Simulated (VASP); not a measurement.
## Si: single point with LDA

Si:

```
Si
1.0
     0.00000    2.72185    2.72185
     2.72185    0.00000    2.72185
     2.72185    2.72185    0.00000
Si
2
Direct
  0.00000 0.00000 0.00000
  0.25000 0.25000 0.25000
```

- Program: VASP 6.6.1
- Task: single point
- Functional: LDA
- Potentials or basis: VASP PAW LDA potentials, release 64 (Si)
- Cutoff: 500 eV
- k mesh: 6 × 6 × 6
- Occupations: gaussian, width 0.1 eV
- Spin: no spin polarisation

The pressure is -2.0 GPa and the band gap on the k mesh is 0.61 eV (least direct gap 2.52 eV).

Levels at points of the mesh, in eV from the valence-band top:
```tsv
k point	band 1	band 2	band 3	band 4	band 5	band 6	band 7	band 8	band 9
(0.00, 0.00, 0.00)	-11.91	0.00	0.00	0.00	2.52	2.52	2.52	3.13	7.64
(0.50, 0.00, 0.00)	-9.59	-6.96	-1.19	-1.19	1.40	3.29	3.29	7.50	10.50
(0.50, 0.50, 0.00)	-7.79	-7.79	-2.84	-2.84	0.61	0.61	9.91	9.91	10.90
```

It took 3.5 s on 1 thread of AMD EPYC 9R45 96-Core Processor (Zen 5), with other jobs on the host, peak memory 0.1 GiB.

A k mesh can miss the band edges.
